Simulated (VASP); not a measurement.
Wanted: the native input for a VASP 6.6.1 run.

- Task: single point
- Functional: r2SCAN
- Potentials or basis: VASP PAW PBE potentials, release 64 (Cs_sv, I)
- Cutoff: 550 eV
- k mesh: 6 × 6 × 6
- Occupations: gaussian, width 0.02 eV
- Spin: no spin polarisation
- Dipole correction: no
- Further INCAR settings: ALGO = Normal; EDIFF = 1e-06; NBANDS = 15

CsI:

```xyz
2
Lattice="4.6994 0.0000 0.0000 0.0000 4.6994 0.0000 0.0000 0.0000 4.6994" Properties=species:S:1:pos:R:3 pbc="T T T"
Cs    0.0000    0.0000    0.0000
I     2.3497    2.3497    2.3497
```

The input as run:

POSCAR

```
CsI
1.0
    4.6994055850      0.0000000000      0.0000000000
    0.0000000000      4.6994055850      0.0000000000
    0.0000000000      0.0000000000      4.6994055850
Cs I
1 1
Direct
    0.0000000000      0.0000000000      0.0000000000
    0.5000000000      0.5000000000      0.5000000000
```

INCAR.step1

```
ALGO = Normal ; EDIFF = 1E-5
ENCUT = 550 ; GGA = PE
GGA_COMPAT = F ; ISMEAR = 0
LASPH = T ; LCHARG = F
LREAL = F ; LWAVE = T
NBANDS = 15 ; NELM = 120
PREC = Accurate ; SIGMA = 0.02
```

INCAR.step2

```
ALGO = Normal ; EDIFF = 1E-6
ENCUT = 550 ; GGA_COMPAT = F
ISIF = 2 ; ISMEAR = 0
ISTART = 1 ; LASPH = T
LCHARG = T ; LELF = T
LMIXTAU = T ; LREAL = F
LVHAR = T ; LWAVE = F
METAGGA = R2SCAN ; NBANDS = 15
NELM = 120 ; PREC = Accurate
SIGMA = 0.02
```

KPOINTS

```
k-points
0
Gamma
  6 6 6
```

Potentials or basis: VASP PAW PBE potentials, release 64 (Cs_sv, I).

Run with:

```console
$ cat potpaw_PBE.64/Cs_sv/POTCAR potpaw_PBE.64/I/POTCAR > POTCAR
$ cp INCAR.step1 INCAR
$ mpirun -np 1 vasp_std > vasp.out
$ cp INCAR.step2 INCAR
$ mpirun -np 1 vasp_std > vasp.out
```

It gave:

```yaml
Pressure: -0.6 GPa
Band_gap_on_the_k_mesh: 4.30 eV (least direct gap 4.40 eV)
```

Caveat: the PAW data sets were made with another functional, which shifts forces and pressure a little; spin-orbit coupling is left out, which moves the levels of the heavy elements.

Run time: 2.1 min on 1 thread of Intel Xeon 8259CL (shared host), peak memory 0.23 GiB.
